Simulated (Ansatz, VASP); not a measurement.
Two plane-wave programs on Nb

```
Nb
1.0
     4.91198    0.00000    0.00000
    -2.45599    4.25390    0.00000
     0.00000    0.00000    2.70333
Nb
3
Cartesian
  -2.4560 4.2539 2.7033
  0.0000 2.8359 1.3517
  2.4560 1.4180 1.3517
```

Alike in both runs: task single point; functional RPBE; k mesh 8 × 8 × 13; occupations fermi-dirac, width 0.1 eV; no spin polarisation.

|  | VASP | Ansatz |
| --- | --- | --- |
| version | VASP 6.6.1 | Ansatz 0.2.0 |
| potentials or method | VASP PAW PBE potentials, release 64 (Nb_sv), cutoff 520 eV | plane waves (420 eV) with PAW, scalar-relativistic |
| valence electrons in the cell | 39 | 39 |

Ansatz gave:

| Property | Result |
| --- | --- |
| pressure (GPa) | 0.0 |
| traceless stress, the component that is largest in VASP (GPa) | -0.67 |

Question: Estimate VASP's values.

Answer: Pressure (GPa): -0.3; traceless stress, the component that is largest in VASP (GPa): -0.62.

VASP's potentials were made for PBE, not for RPBE. With one functional, cell and mesh, what is left measures potentials, basis and numerics.
